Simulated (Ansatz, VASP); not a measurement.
# Two plane-wave programs on Ta

```xyz
1
Lattice="0.0000 2.2306 2.2306 2.2306 0.0000 2.2306 2.2306 2.2306 0.0000" Properties=species:S:1:pos:R:3 pbc="T T T"
Ta    0.0000    0.0000    0.0000
```

Alike in both runs: task single point; functional PBEsol; k mesh 8 × 8 × 8; occupations gaussian, width 0.1 eV; no spin polarisation.

|  | VASP | Ansatz |
| --- | --- | --- |
| version | VASP 6.6.1 | Ansatz 0.2.0 |
| potentials or method | VASP PAW PBE potentials, release 64 (Ta_pv), cutoff 520 eV | scalar-relativistic, plane waves, PAW |
| valence electrons in the cell | 11 | 13 |

|  | VASP | Ansatz | Ansatz less VASP |
| --- | --- | --- | --- |
| gap on the k mesh at the Fermi level (eV) | none | none | - |
| pressure (GPa) | -27.2 | -27.2 | +0.05 |

VASP's potentials were made for PBE, not for PBEsol. A gap of «none» marks a metal or a gap that the smearing closes. VASP's potentials hold 11 valence electrons a cell and Ansatz's 13, so a difference there can come from the potentials and not from the codes.

Spin-orbit coupling is off throughout.
